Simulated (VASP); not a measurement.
A run of VASP 6.6.1 is set up as follows.

INCAR

```
ALGO     = Normal         # electronic algorithm
EDIFF    = 1E-8           # SCF threshold, eV
ENCUT    = 520            # plane-wave cutoff, eV
GGA      = PE             # functional
ISIF     = 2              # what is computed and relaxed
ISMEAR   = -1             # smearing method
LASPH    = T              # aspherical terms in the spheres
LCHARG   = F              # write CHGCAR
LEFG     = T            
LREAL    = F              # projectors in reciprocal space
LWAVE    = F              # write WAVECAR
NBANDS   = 16             # bands
NELM     = 60             # most SCF steps
PREC     = Accurate       # precision mode
SIGMA    = 0.05           # smearing width, eV
```

KPOINTS

```
k-points
0
Gamma
  8 8 8
```

POSCAR

```
Te
1.0
    4.2696680000     -2.4347115000     -0.0279435000
    4.1985320000      2.3076885000     -0.0990795000
   -0.1898102500     -0.0574035000      3.9593067500
Te
3
Direct
    0.6760000000      0.6760000000      0.6750000000
    0.3240000000      0.3240000000      0.3250000000
    0.0000000000      0.0000000000      0.0000000000
```

Potentials or basis: VASP PAW PBE potentials, release 64 (Te).

The run is started by

```bash
$ cat potpaw_PBE.64/Te/POTCAR > POTCAR
$ mpirun -np 1 vasp_std > vasp.out
```

**Question.** What does it give for the pressure?

**Answer.** 9.5 GPa.

**Question.** What does it give for the band gap on the k mesh?

**Answer.** Zero (bands 9 and 10 overlap by 3.36 eV).

**Question.** Estimate the largest force.

**Answer.** 0.554 eV/Å.

Forces on the atoms (eV/Å):
```
Te  -0.499  0.004 -0.241
Te   0.499 -0.004  0.241
Te   0.000  0.000  0.000
```

Caveat: the cell differs from its parent crystal (equal xy, yz and zx shear strains of -3 %); the cell stands under pressure; without QUAD_EFG the Cq values of the log hold for a quadrupole moment of 1 mb, not for the nuclei; spin-orbit coupling is left out, which moves the levels of the heavy elements.
